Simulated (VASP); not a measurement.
Set up this calculation in VASP 6.6.1, as the native input.

| Property | Result |
| --- | --- |
| Task | single point |
| Functional | PBE |
| Potentials or basis | VASP PAW PBE potentials, release 64 (Sc_sv) |
| Cutoff | 520 eV |
| k mesh | 18 × 18 × 10 |
| Occupations | gaussian, width 0.15 eV |
| Spin | no spin polarisation |
| Dipole correction | no |
| Further INCAR settings | ALGO = Fast; EDIFF = 1e-06; NBANDS = 18 |

The structure of Sc lies in POSCAR:

```
Sc
1.0
    3.3087978973      0.0000000000      0.0000000000
   -1.6543989486      2.8655030350      0.0000000000
    0.0000000000      0.0000000000      5.2680000000
Sc
2
Direct
    0.4118535782      0.8237071564      0.2500000000
    0.6666666667      0.3333333333      0.7500000000
```

This cell differs from its parent crystal: atom 1 (Sc) moved by (+0.000, +0.450) A along x and y.

These files were run (other wordings do the same):

INCAR

```
PREC = Accurate
ENCUT = 520
EDIFF = 1E-6
ISMEAR = 0
SIGMA = 0.15
LREAL = False
LASPH = True
NELM = 60
ALGO = Fast
ISIF = 2
LWAVE = False
LCHARG = True
GGA = PE
LELF = True
LVHAR = True
NBANDS = 18
```

KPOINTS

```
regular mesh
0
Gamma
  18 18 10
```

Potentials or basis: VASP PAW PBE potentials, release 64 (Sc_sv).

Launch:

```console
$ cat potpaw_PBE.64/Sc_sv/POTCAR > POTCAR
$ mpirun -np 1 vasp_std > vasp.out
```

Results of the run:

| Property | Result |
| --- | --- |
| Pressure | -0.6 GPa |
| Largest force | 0.653 eV/Å |
| Band gap on the k mesh | zero (bands 11 and 12 overlap by 1.17 eV) |

Caveat: the cell differs from its parent crystal (atom 1 (Sc) moved by (+0.000, +0.450) A along x and y).

Run time: 5.5 min on 1 thread of Intel(R) Xeon(R) 6975P-C (Granite Rapids), with other jobs on the host, peak memory 0.48 GiB.
